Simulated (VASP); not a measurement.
# Ga: relaxation of cell and atoms with PBE

Crystal: Ga.

```
Ga
1.0
     2.55000    0.00000    0.00000
     0.00000    2.55000    0.00000
     0.00000    0.00000    2.55000
Ga
1
Direct
  0.00000 0.00000 0.00000
```

```json
{
 "Program": "VASP 6.6.1",
 "Task": "relaxation of cell and atoms",
 "Functional": "PBE",
 "Potentials or basis": "VASP PAW PBE potentials, release 64 (Ga_d)",
 "Cutoff": "600 eV",
 "k mesh": "10 × 10 × 10",
 "Occupations": "methfessel-paxton, width 0.05 eV",
 "Spin": "no spin polarisation",
 "Target pressure": "20 GPa",
 "Dipole correction": "no",
 "Further INCAR settings": "ALGO = Normal; EDIFF = 1e-06; IBRION = 2; EDIFFG = -0.02; NSW = 60; ISIF = 3"
}
```

- Relaxed volume: 15.85 Å³/atom
- Relaxed cell: a = 2.512 Å, b = 2.512 Å, c = 2.512 Å, α = 90.00°, β = 90.00°, γ = 90.00°
- Space group after relaxing (to 0.05 Å): Pm-3m (No. 221)
- Energy change on relaxing (the enthalpy is what falls): +78.0 meV/atom
- Ionic steps: 3
- Pressure after relaxing: 20.1 GPa

The path:
```csv
step,energy change (eV),largest force (eV/Å),pressure (GPa),volume (Å³)
1,0.0000,0.0000,14.45,16.58
2,0.1646,0.0000,25.98,15.24
3,0.0780,0.0000,20.07,15.85
```

Final structure:
```yaml
crystal:
  lattice:
    - [2.51182, 0.00000, 0.00000]
    - [0.00000, 2.51182, 0.00000]
    - [0.00000, 0.00000, 2.51182]
  atoms:
    - { symbol: Ga, position: [0.00000, 0.00000, 0.00000] }
```

Levels at points of the mesh, in eV from the Fermi level:
```tsv
k point	band 2	band 3	band 4	band 5	band 6	band 7	band 8	band 9	band 10
(0.00, 0.00, 0.00)	-15.46	-14.58	-14.58	-14.58	-12.22	10.76	10.76	10.76	13.65
(0.50, 0.00, 0.00)	-14.99	-14.83	-14.83	-14.56	-6.45	-5.21	15.33	15.33	18.31
(0.50, 0.50, 0.00)	-15.16	-14.79	-14.79	-14.36	-0.91	-0.91	-0.48	4.33	20.31
(0.50, 0.50, 0.50)	-15.19	-15.19	-14.35	-14.35	3.30	3.30	3.30	7.11	9.07
```

Run time: 34 s on 1 thread of Intel Xeon 8259CL, on a shared host, peak memory 0.13 GiB.

Caveat: the cell is relaxed towards a set pressure, so the enthalpy falls and the energy may rise.
